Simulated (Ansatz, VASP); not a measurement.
## One calculation of TaAs, two programs

```
Ta As
1.0
     3.44363    0.00000    0.00000
     0.00000    3.44363    0.00000
     0.00000    0.00000   15.00000
Ta As
1 1
Direct
  0.00000 0.00000 0.46766
  0.50000 0.50000 0.53234
```

Alike in both runs: task single point; functional PBE; k mesh 6 × 6 × 1; occupations gaussian, width 0.1 eV; no spin polarisation.

```csv
,VASP,Ansatz
version,VASP 6.6.1,Ansatz 0.2.0
potentials or method,"VASP PAW PBE potentials, release 64 (Ta_pv, As), cutoff 400 eV","scalar-relativistic, plane waves, PAW"
valence electrons in the cell,16,28
```

VASP gave:

- gap on the k mesh at the Fermi level (eV): none
- rms of the force components (eV/Å): 0.360

Q: Which values does Ansatz return?

A: gap on the k mesh at the Fermi level (eV): none; rms of the force components (eV/Å): 0.371.

Atom by atom the forces differ by 0.011 eV/Å (rms over components). A gap of «none» marks a metal or a gap that the smearing closes. With one functional, cell and mesh, what is left measures potentials, basis and numerics. VASP's potentials hold 16 valence electrons a cell and Ansatz's 28, so a difference there can come from the potentials and not from the codes. Ansatz's warnings: slab cell height set.

Spin-orbit coupling is off throughout.
